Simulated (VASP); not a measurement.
## TiC: single point with PBE

The system is TiC.

```
Ti C
1.0
     3.05371    0.00000    0.00000
     1.52686    2.64459    0.00000
     1.52686    0.88153    2.49334
Ti C
1 1
Direct
  0.00000 0.00000 0.00000
  0.50000 0.50000 0.50000
```

| Item | Value |
| --- | --- |
| Program | VASP 6.6.1 |
| Task | single point |
| Functional | PBE |
| Potentials or basis | VASP PAW PBE potentials, release 64 (Ti_sv, C) |
| Cutoff | 600 eV |
| k mesh | 10 × 10 × 10 |
| Occupations | fermi-dirac, width 0.1 eV |
| Spin | no spin polarisation |
| Dipole correction | no |
| Further INCAR settings | ALGO = Normal; EDIFF = 1e-06; NBANDS = 15 |

The pressure is 2.7 GPa. The band gap on the k mesh is zero (band 8 reaches 10.21 eV, above the bottom of band 9 at 9.12 eV).

Levels at points of the mesh, in eV from the Fermi level:
| k point | band 4 | band 5 | band 6 | band 7 | band 8 | band 9 | band 10 | band 11 | band 12 | band 13 |
| --- | --- | --- | --- | --- | --- | --- | --- | --- | --- | --- |
| (0.00, 0.00, 0.00) | -32.60 | -12.46 | 0.68 | 0.68 | 0.68 | 1.67 | 1.67 | 1.67 | 1.71 | 1.71 |
| (0.50, 0.00, 0.00) | -32.65 | -8.94 | -5.90 | -2.94 | -2.94 | 2.93 | 2.93 | 4.13 | 8.22 | 8.22 |
| (0.50, 0.50, 0.00) | -32.78 | -10.17 | -3.46 | -1.66 | -0.05 | -0.05 | 2.72 | 3.54 | 3.54 | 5.86 |

Run time: 7.2 s on 1 thread of Intel(R) Xeon(R) Platinum 8559C (Emerald Rapids) (shared host), peak memory 0.14 GiB.
